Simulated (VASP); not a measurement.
Input of a VASP 6.6.1 run:

Contents of INCAR:

```
PREC = Accurate
ENCUT = 520
EDIFF = 1E-6
ISMEAR = 0
SIGMA = 0.15
LREAL = False
LASPH = True
NELM = 100
ALGO = Fast
ISIF = 2
LWAVE = False
LCHARG = True
GGA = PS
IVDW = 12
LELF = True
LVHAR = True
NBANDS = 49
```

Contents of KPOINTS:

```
Automatic mesh
0
Gamma
  14 14 3
```

Contents of POSCAR:

```
MoS2
1.0
   -3.0798097231      0.0000000000      0.0000000000
   -1.5399048616     -2.6671934590      0.0000000000
   -3.2338002093     -1.8670354213     17.7411508765
Mo S
3 6
Direct
    0.5523244899      0.5523244899      0.1633459667
    0.4281976244     -0.5718023756      0.8168605366
   -0.0097389428     -0.0097389428      0.4901032517
    0.0313497611      0.0313497611      0.9075955793
    0.5934131939     -0.4065868061      0.5808382944
    0.1554766267      0.1554766267      0.2540810095
    0.3871089204      0.3871089204      0.3993682090
    0.9491723532     -0.0508276468      0.0726109240
   -0.1749545124     -0.1749545124      0.7261254939
```

Potentials or basis: VASP PAW PBE potentials, release 64 (Mo_sv, S).

Launch:

```sh
$ cat potpaw_PBE.64/Mo_sv/POTCAR potpaw_PBE.64/S/POTCAR > POTCAR
$ mpirun -np 1 vasp_std > vasp.out
```

Problem. What does it give for the pressure?

Solution. 0.5 GPa.

Problem. What does it give for the largest force?

Solution. 0.400 eV/Å.

Stress tensor (GPa, compression positive):
```
 0.14 -0.05 -0.24
-0.05  0.19 -0.14
-0.24 -0.14  1.12
```

Caveat: the cell differs from its parent crystal (the part above a cut slid along it); the PAW data sets were made with another functional, which shifts forces and pressure a little.
